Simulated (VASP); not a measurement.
# Ca (I4/mmm) in VASP: a series of runs, part 2 of 2

VASP 6.6.1. Earlier steps stand in the parts before.

### Step 4. Single point, PBEsol (strain +0.040 along x and y, -0.080 along z)

Contents of INCAR:

```
SYSTEM = Ca
ALGO = Normal
EDIFF = 1E-7
ENCUT = 520
GGA = PS
ISIF = 2
ISMEAR = 0
LASPH = .True.
LCHARG = .False.
LREAL = .False.
LWAVE = .False.
NBANDS = 11
NELM = 100
PREC = Accurate
SIGMA = 0.15
```

Contents of KPOINTS:

```
k-points
0
Gamma
  14 14 14
  0 0 0
```

Contents of POSCAR:

```
Ca
1.0
    0.0000000000      2.9059680000      2.5706640000
    2.9059680000      0.0000000000      2.5706640000
    2.9059680000      2.9059680000      0.0000000000
Ca
1
Direct
    0.0000000000      0.0000000000      0.0000000000
```

Potentials or basis: VASP PAW PBE potentials, release 64 (Ca_sv).

Launch:

```
cat potpaw_PBE.64/Ca_sv/POTCAR > POTCAR
mpirun -np 1 vasp_std > vasp.out
```

OUTCAR:

```text
SYSTEM = Ca
   EDIFF = 1E-7
   ENCUT = 520
   GGA = PS
   ISIF = 2
   ISMEAR = 0
   LASPH = .True.
   LREAL = .False.
   NELM = 100
   PREC = Accurate

 ion  position               nearest neighbor table
   1  0.000  0.000  0.000-

  LATTYP: Found a body centered tetragonal cell.
 ALAT       =     4.1096593574
 C/A-ratio  =     1.2510350744

  Lattice vectors:

 A1 = (   0.0000000000,  -2.9059680000,  -2.5706640000)
 A2 = (   0.0000000000,   2.9059680000,  -2.5706640000)
 A3 = (   2.9059680000,   0.0000000000,   2.5706640000)

Analysis of symmetry for initial positions (statically):
=====================================================================
 Subroutine PRICEL returns:
 Original cell was already a primitive cell.

 Routine SETGRP: Setting up the symmetry group for a
 body centered tetragonal supercell.

 Subroutine GETGRP returns: Found 16 space group operations
 (whereof 16 operations were pure point group operations)
 out of a pool of 16 trial point group operations.

The static configuration has the point symmetry D_4h.

Analysis of symmetry for dynamics (positions and initial velocities):
=====================================================================
 Subroutine PRICEL returns:
 Original cell was already a primitive cell.

 Routine SETGRP: Setting up the symmetry group for a
 body centered tetragonal supercell.

 Subroutine GETGRP returns: Found 16 space group operations
 (whereof 16 operations were pure point group operations)
 out of a pool of 16 trial point group operations.

The dynamic configuration has the point symmetry D_4h.

 Subroutine INISYM returns: Found 16 space group operations
 (whereof 16 operations are pure point group operations),
 and found     1 'primitive' translations

----------------------------------------------------------------------------------------

                                     Primitive cell

  volume of cell :      43.4167

  direct lattice vectors                    reciprocal lattice vectors
     0.000000000  2.905968000  2.570664000    -0.172059706  0.172059706  0.194502276
     2.905968000  0.000000000  2.570664000     0.172059706 -0.172059706  0.194502276
     2.905968000  2.905968000  0.000000000     0.172059706  0.172059706 -0.194502276

  length of vectors
     3.879814869  3.879814869  4.109659357     0.311512793  0.311512793  0.311512793

  position of ions in fractional coordinates (direct lattice)
     0.000000000  0.000000000  0.000000000

  ion indices of the primitive-cell ions
   primitive index   ion index
                 1           1

----------------------------------------------------------------------------------------

 KPOINTS: k-points

Automatic generation of k-mesh.
 Grid dimensions read from file:
 generate k-points for:   14   14   14

 Generating k-lattice:

  Cartesian coordinates                     Fractional coordinates (reciprocal lattice)
    -0.012289979  0.012289979  0.013893020     0.071428571  0.000000000  0.000000000
     0.012289979 -0.012289979  0.013893020     0.000000000  0.071428571  0.000000000
     0.012289979  0.012289979 -0.013893020     0.000000000  0.000000000  0.071428571

  Length of vectors
     0.022250914  0.022250914  0.022250914

  Shift w.r.t. Gamma in fractional coordinates (k-lattice)
     0.000000000  0.000000000  0.000000000

 Subroutine IBZKPT returns following result:
 ===========================================

 Found    244 irreducible k-points:

 Following reciprocal coordinates:
            Coordinates               Weight
  0.000000  0.000000  0.000000      1.000000
  0.071429  0.000000  0.000000      8.000000
  0.142857  0.000000  0.000000      8.000000
  0.214286  0.000000  0.000000      8.000000
  0.285714  0.000000  0.000000      8.000000
  0.357143  0.000000  0.000000      8.000000
[... 16 lines left out ...]
  0.214286  0.142857  0.000000      8.000000
  0.285714  0.142857  0.000000      8.000000
 [... further k-points ...]
   k-points           NKPTS =    244   k-points in BZ     NKDIM =    244   number of bands    NBANDS=     11
   number of dos      NEDOS =    301   number of ions     NIONS =      1
   total plane-waves  NPLWV =  28800
   dimension x,y,z NGX =    30 NGY =   30 NGZ =   32
   dimension x,y,z NGXF=    60 NGYF=   60 NGZF=   64
   ions per type =               1
   NGX,Y,Z   is equivalent  to a cutoff of  12.85, 12.85, 12.94 a.u.
   NGXF,Y,Z  is equivalent  to a cutoff of  25.71, 25.71, 25.89 a.u.
 SYSTEM =  Ca
   PREC   = accura    normal or accurate (medium, high low for compatibility)
   ISTART =      0    job   : 0-new  1-cont  2-samecut
   ICHARG =      2    charge: 1-file 2-atom 10-const
   ISPIN  =      1    spin polarized calculation?
   LNONCOLLINEAR =      F non collinear calculations
   LSORBIT =      F    spin-orbit coupling
   LASPH  =      T    aspherical Exc in radial PAW
   ENCUT  =  520.0 eV  38.22 Ry    6.18 a.u.   7.21  7.21  7.64*2*pi/ulx,y,z
   NELM   =    100;   NELMIN=  2; NELMDL= -5     # of ELM steps
   EDIFF  = 0.1E-06   stopping-criterion for ELM
   LREAL  =      F    real-space projection
   EDIFFG = 0.1E-05   stopping-criterion for IOM
   NSW    =      0    number of steps for IOM
   IBRION =     -1    ionic relax: 0-MD 1-quasi-New 2-CG
   NFREE  =      0    steps in history (QN), initial steepest desc. (CG)
   ISIF   =      2    stress and relaxation
   ISYM   =      2    0-nonsym 1-usesym 2-fastsym
   POTIM  = 0.5000    time-step for ionic-motion
   TEBEG  =    0.0;   TEEND  =   0.0 temperature during run
   PSTRESS=    0.0 pullay stress
   NELECT =      10.0000    total number of electrons
   NUPDOWN=      -1.0000    fix difference up-down
   EMIN   =  10.00;   EMAX   =-10.00  energy-range for DOS
   EFERMI =   0.00;   METHOD = LEGACY
   ISMEAR =     0;   SIGMA  =   0.15  broadening in eV -4-tet -1-fermi 0-gaus
   EFERMI_NEDOS =   21; number of points for ismear=-14 and -15
   IALGO  =     38    algorithm
   IMIX   =      4    mixing-type and parameters
     AMIX     =   0.40;   BMIX     =  1.00
     AMIX_MAG =   1.60;   BMIX_MAG =  1.00
  volume/ion in A,a.u.               =      43.42       292.99
  Fermi-wavevector in a.u.,A,eV,Ry     =   1.003512  1.896362 13.701557  1.007036
  Thomas-Fermi vector in A             =   2.136068
   LORBIT       =      0    0 simple, 1 ext, 2 COOP (PROOUT), +10 PAW based schemes
   GGA     = PS    functional components
   LHFCALC =     F    Hartree Fock is set to
   AEXX    =    0.0000 exact exchange contribution
   IVDW    =     0    specifies the selected vdW correction
   LEPSILON=     F    determine dielectric tensor
   LRPA    =     F    only Hartree local field effects (RPA)
 non-spin polarized calculation
 Gauss-broadening in eV      SIGMA  =   0.15
  energy-cutoff  :      520.00
  volume of cell :       43.42
 maximum number of plane-waves:      1190
 NGX is ok and might be reduce to    30
   NGX = 15   NGY = 15   NGZ = 15

 number of electron      10.0000000 magnetization

 number of electron       9.9999999 magnetization

 Free energy of the ion-electron system (eV)
  ---------------------------------------------------
  ext. energy  EPLUGINS =         0.00000000
  ---------------------------------------------------
  free energy    TOTEN  =        -2.12604132 eV

  energy without entropy =       -2.11071515  energy(sigma->0) =       -2.11837824

 E-fermi :   1.7862     XC(G=0):  -7.7204

 val. band max:        1.7821597280   @ k =  -0.3571   0.2857   0.2143
 cond. band min:       1.7912504418   @ k =  -0.4286   0.3571   0.0000
 fundamental gap:      0.0090907138
 Fermi energy:         1.7861840948

 k-point     1 :       0.0000    0.0000    0.0000
  band No.  band energies     occupation
      1     -40.1297      2.00000
      2     -21.1267      2.00000
      3     -21.1267      2.00000
      4     -21.1192      2.00000
      5      -2.2001      2.00000
      6       3.9492      0.00000
      7       3.9492      0.00000
      8       4.4361      0.00000
      9       4.7482      0.00000
     10       5.3409      0.00000
     11      10.9221      0.00000
[... 309 lines left out ...]
 k-point    24 :       0.2857    0.1429    0.0000
  band No.  band energies     occupation
      1     -40.1211      2.00000
      2     -21.1915      2.00000
      3     -21.1520      2.00000
      4     -21.1393      2.00000
      5      -0.8649      2.00000
      6       3.1350      0.00000
      7       4.0926      0.00000
      8       4.2880      0.00000
      9       4.8331      0.00000
     10       5.2707      0.00000
     11       9.1334      0.00000

 [... further k-points ...]

------------------------ aborting loop because EDIFF is reached ----------------------------------------

  FORCE on cell =-STRESS in cart. coord.  units (eV):
  Direction    XX          YY          ZZ          XY          YZ          ZX
  --------------------------------------------------------------------------------------
  -------------------------------------------------------------------------------------
  Total       -0.3307546     -0.3307546     -0.2239293      0.0000000     -0.0000000     -0.0000000
  in kB      -12.2056115    -12.2056115     -8.2635103      0.0000000     -0.0000000     -0.0000000
  external PRESSURE =     -10.8915777 kB  Pullay stress =       0.0000000 kB

 VOLUME and BASIS-vectors are now :
 -----------------------------------------------------------------------------
  energy-cutoff  :      520.00
  volume of cell :       43.42
      direct lattice vectors                 reciprocal lattice vectors
     0.000000000  2.905968000  2.570664000    -0.172059706  0.172059706  0.194502276
     2.905968000  0.000000000  2.570664000     0.172059706 -0.172059706  0.194502276
     2.905968000  2.905968000  0.000000000     0.172059706  0.172059706 -0.194502276

 POSITION                                       TOTAL-FORCE (eV/Angst)
 -----------------------------------------------------------------------------------
      0.00000      0.00000      0.00000         0.000000      0.000000      0.000000
 -----------------------------------------------------------------------------------
    total drift:                                0.000000      0.000000      0.000000

  FREE ENERGIE OF THE ION-ELECTRON SYSTEM (eV)
  ---------------------------------------------------
  free  energy   TOTEN  =        -2.1260413202 eV

  energy  without entropy=       -2.1107151528  energy(sigma->0) =       -2.11837824
```

stdout:

```text
POSCAR found type information on POSCAR Ca
 POSCAR found :  1 types and       1 ions
 scaLAPACK will be used
 -----------------------------------------------------------------------------
|                                                                             |
|                                                                             |
|     You enforced a specific xc type in the INCAR file but a different       |
|     I HOPE YOU KNOW WHAT YOU ARE DOING!                                     |
|                                                                             |
 -----------------------------------------------------------------------------

 LDA part: xc-table for (Slater+PW92), standard interpolation
 POSCAR, INCAR and KPOINTS ok, starting setup
 FFT: planning ... GRIDC
 FFT: planning ... GRID_SOFT
 FFT: planning ... GRID
 WAVECAR not read
 entering main loop
```

Wall time 44 s (1 thread of Intel Xeon 6975P-C (Granite Rapids), shared host); peak memory 0.25 GiB.

Results:

* Free energy: -2.1260 eV
* Pressure: -1.1 GPa
* Band gap on the k mesh: zero (bands 5 and 6 overlap by 0.36 eV)

Levels at points of the mesh, in eV from the Fermi level:
```
           k point  band 2  band 3  band 4  band 5  band 6  band 7  band 8  band 9
(0.00, 0.00, 0.00)  -22.91  -22.91  -22.91   -3.99    2.16    2.16    2.65    2.96
(0.50, 0.00, 0.00)  -23.04  -22.94  -22.92   -0.98   -0.16    1.85    2.53    3.82
(0.50, 0.50, 0.00)  -23.03  -22.98  -22.98   -0.21    0.40    1.77    3.98    4.17
(0.50, 0.00, 0.50)  -23.03  -22.96  -22.94   -0.57    0.54    0.73    3.86    3.94
```

Caveat: the cell differs from its parent crystal (strain +0.040 along x and y, -0.080 along z); the PAW data sets were made with another functional, which shifts forces and pressure a little.

### Step 5. Summary

| cell | gap on the mesh (eV) | pressure (GPa) |
| --- | --- | --- |
| a = 3.955, b = 3.955, c = 3.794 Å, angles 61.3, 61.3, 57.3°, 1 atom | none | -0.5 |
| a = 4.038, b = 4.038, c = 3.794 Å, angles 62.0, 62.0, 56.0°, 1 atom | none | -1.1 |
| a = 3.880, b = 3.880, c = 4.110 Å, angles 58.0, 58.0, 64.0°, 1 atom | none | -1.1 |

Alike in all rows: task single point; level PBEsol; potentials or basis VASP PAW PBE potentials, release 64 (Ca_sv); no spin polarisation; k mesh 14 × 14 × 14; cutoff (eV) 520; smearing gaussian 0.15 eV.

Caveats: the PAW data sets were made with another functional, which shifts forces and pressure a little.

Absolute energies hang on the potentials; compare differences alone.
